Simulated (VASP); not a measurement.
# Bi2Te3 (R3m) in VASP: settings compared

Aim: see how the results for Bi2Te3 move with the level of theory and the settings. Levels: BLYP, PBEsol, LDA. Tasks: single point.

Program: VASP 6.6.1. These are calculated values, not measurements. Logs are shortened: lines on timing, memory, paths and dates and some standing lists are left out, and cuts for length are marked.

### 1 The cell of the first run

The structure is trigonal, space group R3m (No. 160). Conventional cell: a = 4.417 Å, b = 4.417 Å, c = 29.840 Å, α = 90.00°, β = 90.00°, γ = 120.00°. Bi (site symmetry 3m) has 3 Te at 3.03 Å and 3 Bi at 3.43 Å within 4.0 Å. Within 4.7 Å of Bi (site symmetry 3m) lie 9 Te at 3.27 to 4.68 Å and 9 Bi at 3.43 to 4.42 Å. Te (site symmetry 3m) has 6 Te at 3.04 to 3.45 Å within 4.0 Å. Within 4.0 Å of Te (site symmetry 3m) lie 3 Bi at 3.03 Å and 3 Te at 3.45 Å. Within 4.0 Å of Te (site symmetry 3m) lie 3 Te at 3.04 Å and 3 Bi at 3.27 Å.

### 2 Single point, BLYP

INCAR

```
PREC     = Accurate       # precision mode
ENCUT    = 500            # plane-wave cutoff, eV
EDIFF    = 1E-6           # SCF threshold, eV
ISMEAR   = 0              # smearing method
SIGMA    = 0.01           # smearing width, eV
LREAL    = F              # projectors in reciprocal space
LASPH    = T              # aspherical terms in the spheres
NELM     = 120            # most SCF steps
ALGO     = Normal         # electronic algorithm
ISIF     = 2              # what is computed and relaxed
LWAVE    = F              # write WAVECAR
LCHARG   = F              # write CHGCAR
GGA      = B5             # functional
ALDAX    = 1.0          
AGGAX    = 1.0          
AGGAC    = 1.0          
ALDAC    = 0.0          
NBANDS   = 32             # bands
GGA_COMPAT= F
```

KPOINTS

```
regular mesh
0
Gamma
  3 3 3
```

POSCAR

```
Bi2Te3
1.0
    2.2085000000      1.2750780700      9.9466666700
   -2.2085000000      1.2750780700      9.9466666700
    0.0000000000     -2.5501561400      9.9466666700
Bi Te
2 3
Direct
    0.1880000000      0.1880000000      0.1880000000
    0.5980000000      0.5980000000      0.5980000000
    0.3890000000      0.3890000000      0.3890000000
    0.8000000000      0.8000000000      0.8000000000
    0.0000000000      0.0000000000      0.0000000000
```

Potentials or basis: VASP PAW PBE potentials, release 64 (Bi_d, Te).

Started as:

```sh
$ cat potpaw_PBE.64/Bi_d/POTCAR potpaw_PBE.64/Te/POTCAR > POTCAR
$ mpirun -np 1 vasp_std > vasp.out
```

OUTCAR:

```text
PREC = Accurate
   ENCUT = 500
   EDIFF = 1E-6
   ISMEAR = 0
   LREAL = F
   LASPH = T
   NELM = 120
   ISIF = 2
   GGA = B5

 ion  position               nearest neighbor table
   1  0.188  0.188  0.188-   4 3.03   4 3.03   4 3.03   2 3.43   2 3.43   2 3.43
   2  0.598  0.598  0.598-   5 3.27   5 3.27   5 3.27   1 3.43   1 3.43   1 3.43
   3  0.389  0.389  0.389-   5 3.04   5 3.04   5 3.04   4 3.45   4 3.45   4 3.45
   4  0.800  0.800  0.800-   1 3.03   1 3.03   1 3.03   3 3.45   3 3.45   3 3.45
   5  0.000  0.000  0.000-   3 3.04   3 3.04   3 3.04   2 3.27   2 3.27   2 3.27

  LATTYP: Found a trigonal (rhomboedric) cell.
 ALAT       =    10.2683725185
 COS(alpha) =     0.9074829936

  Lattice vectors:

 A1 = (   2.2085000000,   1.2750780700,   9.9466666700)
 A2 = (  -2.2085000000,   1.2750780700,   9.9466666700)
 A3 = (   0.0000000000,  -2.5501561400,   9.9466666700)

Analysis of symmetry for initial positions (statically):
=====================================================================
 Subroutine PRICEL returns:
 Original cell was already a primitive cell.

 Routine SETGRP: Setting up the symmetry group for a
 trigonal (rhombohedral) supercell.

 Subroutine GETGRP returns: Found  6 space group operations
 (whereof  6 operations were pure point group operations)
 out of a pool of 12 trial point group operations.

The static configuration has the point symmetry C_3v.

Analysis of symmetry for dynamics (positions and initial velocities):
=====================================================================
 Subroutine PRICEL returns:
 Original cell was already a primitive cell.

 Routine SETGRP: Setting up the symmetry group for a
 trigonal (rhombohedral) supercell.

 Subroutine GETGRP returns: Found  6 space group operations
 (whereof  6 operations were pure point group operations)
 out of a pool of 12 trial point group operations.

The dynamic configuration has the point symmetry C_3v.

 Subroutine INISYM returns: Found  6 space group operations
 (whereof  6 operations are pure point group operations),
 and found     1 'primitive' translations

----------------------------------------------------------------------------------------

                                     Primitive cell

  volume of cell :     168.0595

  direct lattice vectors                    reciprocal lattice vectors
     2.208500000  1.275078070  9.946666670     0.226398008  0.130710951  0.033512064
    -2.208500000  1.275078070  9.946666670    -0.226398008  0.130710951  0.033512064
     0.000000000 -2.550156140  9.946666670     0.000000000 -0.261421901  0.033512064

  length of vectors
    10.268372518 10.268372518 10.268372519     0.263561129  0.263561129  0.263561129

  position of ions in fractional coordinates (direct lattice)
     0.188000000  0.188000000  0.188000000
     0.598000000  0.598000000  0.598000000
     0.389000000  0.389000000  0.389000000
     0.800000000  0.800000000  0.800000000
     0.000000000  0.000000000  0.000000000

  ion indices of the primitive-cell ions
   primitive index   ion index
                 1           1
                 2           2
                 3           3
                 4           4
                 5           5

----------------------------------------------------------------------------------------

 KPOINTS: regular mesh

Automatic generation of k-mesh.
 Grid dimensions read from file:
 generate k-points for:    3    3    3

 Generating k-lattice:

  Cartesian coordinates                     Fractional coordinates (reciprocal lattice)
     0.075466003  0.043570317  0.011170688     0.333333333 -0.000000000 -0.000000000
    -0.075466003  0.043570317  0.011170688    -0.000000000  0.333333333 -0.000000000
     0.000000000 -0.087140634  0.011170688    -0.000000000 -0.000000000  0.333333333

  Length of vectors
     0.087853710  0.087853710  0.087853710

  Shift w.r.t. Gamma in fractional coordinates (k-lattice)
     0.000000000  0.000000000  0.000000000

 Subroutine IBZKPT returns following result:
 ===========================================

 Found      6 irreducible k-points:

 Following reciprocal coordinates:
            Coordinates               Weight
  0.000000  0.000000  0.000000      1.000000
  0.333333 -0.000000  0.000000      6.000000
  0.333333  0.333333  0.000000      6.000000
 -0.333333  0.333333  0.000000      6.000000
  0.333333  0.333333  0.333333      2.000000
 -0.333333  0.333333  0.333333      6.000000
   k-points           NKPTS =      6   k-points in BZ     NKDIM =      6   number of bands    NBANDS=     32
   number of dos      NEDOS =    301   number of ions     NIONS =      5
   total plane-waves  NPLWV = 512000
   dimension x,y,z NGX =    80 NGY =   80 NGZ =   80
   dimension x,y,z NGXF=   160 NGYF=  160 NGZF=  160
   ions per type =               2   3
   NGX,Y,Z   is equivalent  to a cutoff of  12.95, 12.95, 12.95 a.u.
   NGXF,Y,Z  is equivalent  to a cutoff of  25.90, 25.90, 25.90 a.u.
 SYSTEM =  unknown system
   PREC   = accura    normal or accurate (medium, high low for compatibility)
   ISTART =      0    job   : 0-new  1-cont  2-samecut
   ICHARG =      2    charge: 1-file 2-atom 10-const
   ISPIN  =      1    spin polarized calculation?
   LNONCOLLINEAR =      F non collinear calculations
   LSORBIT =      F    spin-orbit coupling
   LASPH  =      T    aspherical Exc in radial PAW
   ENCUT  =  500.0 eV  36.75 Ry    6.06 a.u.  18.72 18.72 18.72*2*pi/ulx,y,z
   NELM   =    120;   NELMIN=  2; NELMDL= -5     # of ELM steps
   EDIFF  = 0.1E-05   stopping-criterion for ELM
   LREAL  =      F    real-space projection
   EDIFFG = 0.1E-04   stopping-criterion for IOM
   NSW    =      0    number of steps for IOM
   IBRION =     -1    ionic relax: 0-MD 1-quasi-New 2-CG
   NFREE  =      0    steps in history (QN), initial steepest desc. (CG)
   ISIF   =      2    stress and relaxation
   ISYM   =      2    0-nonsym 1-usesym 2-fastsym
   POTIM  = 0.5000    time-step for ionic-motion
   TEBEG  =    0.0;   TEEND  =   0.0 temperature during run
   PSTRESS=    0.0 pullay stress
   NELECT =      48.0000    total number of electrons
   NUPDOWN=      -1.0000    fix difference up-down
   EMIN   =  10.00;   EMAX   =-10.00  energy-range for DOS
   EFERMI =   0.00;   METHOD = LEGACY
   ISMEAR =     0;   SIGMA  =   0.01  broadening in eV -4-tet -1-fermi 0-gaus
   EFERMI_NEDOS =   21; number of points for ismear=-14 and -15
   IALGO  =     38    algorithm
   IMIX   =      4    mixing-type and parameters
     AMIX     =   0.40;   BMIX     =  1.00
     AMIX_MAG =   1.60;   BMIX_MAG =  1.00
  volume/ion in A,a.u.               =      33.61       226.82
  Fermi-wavevector in a.u.,A,eV,Ry     =   1.078121  2.037354 15.814668  1.162345
  Thomas-Fermi vector in A             =   2.214051
   LORBIT       =      0    0 simple, 1 ext, 2 COOP (PROOUT), +10 PAW based schemes
   GGA     = B5    functional components
   LHFCALC =     F    Hartree Fock is set to
   AEXX    =    0.0000 exact exchange contribution
   IVDW    =     0    specifies the selected vdW correction
   LEPSILON=     F    determine dielectric tensor
   LRPA    =     F    only Hartree local field effects (RPA)
 non-spin polarized calculation
 Gauss-broadening in eV      SIGMA  =   0.01
  energy-cutoff  :      500.00
  volume of cell :      168.06
 maximum number of plane-waves:      4277
 NGX is ok and might be reduce to    80
   NGX = 37   NGY = 37   NGZ = 37

 number of electron      48.0000001 magnetization

 Free energy of the ion-electron system (eV)
  ---------------------------------------------------
  ext. energy  EPLUGINS =         0.00000000
  ---------------------------------------------------
  free energy    TOTEN  =       -13.54127360 eV

  energy without entropy =      -13.54127360  energy(sigma->0) =      -13.54127360

 E-fermi :   6.7840     XC(G=0):  -8.7702

 val. band max:        6.7388751122   @ k =  -0.3333   0.3333   0.0000
 cond. band min:       6.8292971451   @ k =   0.0000   0.0000   0.0000
 fundamental gap:      0.0904220329
 Fermi energy:         6.7839646081

 k-point     1 :       0.0000    0.0000    0.0000
  band No.  band energies     occupation
      1     -16.2163      2.00000
      2     -16.2163      2.00000
      3     -16.1776      2.00000
      4     -16.1776      2.00000
      5     -16.1652      2.00000
      6     -15.5140      2.00000
[... 24 lines left out ...]
     31      11.8183      0.00000
     32      12.0688      0.00000

 k-point     2 :       0.3333   -0.0000    0.0000
  band No.  band energies     occupation
      1     -16.2196      2.00000
      2     -16.2076      2.00000
      3     -16.1811      2.00000
      4     -16.1769      2.00000
      5     -16.1591      2.00000
      6     -15.5161      2.00000
[... 24 lines left out ...]
     31      10.8224      0.00000
     32      11.9359      0.00000

 k-point     3 :       0.3333    0.3333    0.0000
  band No.  band energies     occupation
      1     -16.2196      2.00000
      2     -16.2076      2.00000
      3     -16.1811      2.00000
      4     -16.1769      2.00000
      5     -16.1591      2.00000
      6     -15.5160      2.00000
[... 24 lines left out ...]
     31      10.5071      0.00000
     32      12.5337      0.00000

 k-point     4 :      -0.3333    0.3333    0.0000
  band No.  band energies     occupation
      1     -16.2176      2.00000
      2     -16.2069      2.00000
      3     -16.1804      2.00000
      4     -16.1783      2.00000
      5     -16.1568      2.00000
      6     -15.5163      2.00000
[... 24 lines left out ...]
     31      12.3549      0.00000
     32      12.6161      0.00000

 k-point     5 :       0.3333    0.3333    0.3333
  band No.  band energies     occupation
      1     -16.2163      2.00000
      2     -16.2163      2.00000
      3     -16.1776      2.00000
      4     -16.1776      2.00000
      5     -16.1652      2.00000
      6     -15.5140      2.00000
[... 24 lines left out ...]
     31      11.7411      0.00000
     32      12.3532      0.00000

 k-point     6 :      -0.3333    0.3333    0.3333
  band No.  band energies     occupation
      1     -16.2196      2.00000
      2     -16.2076      2.00000
      3     -16.1811      2.00000
      4     -16.1769      2.00000
      5     -16.1591      2.00000
      6     -15.5160      2.00000
[... 24 lines left out ...]
     31      10.9703      0.00000
     32      11.3848      0.00000

------------------------ aborting loop because EDIFF is reached ----------------------------------------

  FORCE on cell =-STRESS in cart. coord.  units (eV):
  Direction    XX          YY          ZZ          XY          YZ          ZX
  --------------------------------------------------------------------------------------
  -------------------------------------------------------------------------------------
  Total        5.9717743      5.9717743      5.2529471      0.0000000      0.0000000      0.0000000
  in kB       56.9312831     56.9312831     50.0784195      0.0000000      0.0000000      0.0000000
  external PRESSURE =      54.6469952 kB  Pullay stress =       0.0000000 kB

 VOLUME and BASIS-vectors are now :
 -----------------------------------------------------------------------------
  energy-cutoff  :      500.00
  volume of cell :      168.06
      direct lattice vectors                 reciprocal lattice vectors
     2.208500000  1.275078070  9.946666670     0.226398008  0.130710951  0.033512064
    -2.208500000  1.275078070  9.946666670    -0.226398008  0.130710951  0.033512064
     0.000000000 -2.550156140  9.946666670     0.000000000 -0.261421901  0.033512064

 POSITION                                       TOTAL-FORCE (eV/Angst)
 -----------------------------------------------------------------------------------
      0.00000      0.00000      5.60992         0.000000     -0.000000      0.821851
      0.00000      0.00000     17.84432         0.000000      0.000000      0.526591
      0.00000      0.00000     11.60776         0.000000      0.000000      0.941925
      0.00000      0.00000     23.87200         0.000000      0.000000     -0.799691
      0.00000      0.00000      0.00000         0.000000     -0.000000     -1.490676
 -----------------------------------------------------------------------------------
    total drift:                                0.000000     -0.000000      0.000104

  FREE ENERGIE OF THE ION-ELECTRON SYSTEM (eV)
  ---------------------------------------------------
  free  energy   TOTEN  =       -13.5412735989 eV

  energy  without entropy=      -13.5412735989  energy(sigma->0) =      -13.54127360
```

It took 7.9 min on 1 thread of Intel Xeon 8259CL, shared host; peak memory 0.87 GiB.

Results:

| Item | Value |
| --- | --- |
| Free energy | -13.5413 eV |
| Pressure | 5.5 GPa |
| Largest force | 1.491 eV/Å |
| Band gap on the k mesh | 0.09 eV (least direct gap 0.32 eV) |

Forces in eV/Å, atoms in the order of the input:
```
Bi   0.000  0.000  0.822
Bi   0.000  0.000  0.527
Te   0.000  0.000  0.942
Te   0.000  0.000 -0.800
Te   0.000  0.000 -1.491
```

Levels at points of the mesh, in eV from the valence-band top:
```
           k point  band 20  band 21  band 22  band 23  band 24  band 25  band 26  band 27  band 28  band 29
(0.00, 0.00, 0.00)    -1.97    -1.97    -0.26    -0.26    -0.23     0.09     0.42     0.42     2.26     2.26
```

Caveat: the k points lie up to 0.55 Å⁻¹ apart; the PAW data sets were made with another functional, which shifts forces and pressure a little; spin-orbit coupling is left out, which moves the levels of the heavy elements. A k mesh can miss the band edges.

### 3 Single point, PBEsol

INCAR

```
SYSTEM = Bi2Te3
PREC = Accurate
ENCUT = 500
EDIFF = 1E-6
ISMEAR = 0
SIGMA = 0.01
LREAL = .FALSE.
LASPH = .TRUE.
NELM = 120
ALGO = Normal
ISIF = 2
LWAVE = .FALSE.
LCHARG = .TRUE.
GGA = PS
LELF = .TRUE.
LVHAR = .TRUE.
NBANDS = 32
GGA_COMPAT = .FALSE.
```

KPOINTS

```
regular mesh
0
G
  3 3 3
  0 0 0
```

POSCAR is that of step 2.

Potentials or basis: VASP PAW PBE potentials, release 64 (Bi_d, Te).

Started as:

```sh
$ cat potpaw_PBE.64/Bi_d/POTCAR potpaw_PBE.64/Te/POTCAR > POTCAR
$ mpirun -np 1 vasp_std > vasp.out
```

Run time: 4.6 min. Hardware: 1 thread of Intel Xeon 8259CL, shared host; peak memory 0.87 GiB.

It converged, with:

```
Free energy            : -18.9761 eV
Pressure               : -1.0 GPa
Largest force          : 1.350 eV/Å
Band gap on the k mesh : 0.04 eV (least direct gap 0.30 eV)
```

Forces in eV/Å, atoms in the order of the input:
```
Bi   0.000  0.000  0.625
Bi   0.000  0.000  0.634
Te   0.000  0.000  0.786
Te   0.000  0.000 -0.695
Te   0.000  0.000 -1.350
```

Stress tensor (GPa, compression positive):
```
-0.78  0.00  0.00
 0.00 -0.78  0.00
 0.00  0.00 -1.32
```

Levels at points of the mesh, in eV from the valence-band top:
| k point | band 20 | band 21 | band 22 | band 23 | band 24 | band 25 | band 26 | band 27 | band 28 | band 29 |
| --- | --- | --- | --- | --- | --- | --- | --- | --- | --- | --- |
| (0.00, 0.00, 0.00) | -1.95 | -1.95 | -0.30 | -0.26 | -0.26 | 0.04 | 0.45 | 0.45 | 2.32 | 2.32 |

Caveat: the k points lie up to 0.55 Å⁻¹ apart; the PAW data sets were made with another functional, which shifts forces and pressure a little; spin-orbit coupling is left out, which moves the levels of the heavy elements. A k mesh can miss the band edges.

(Part 1 of 2 ends here.)
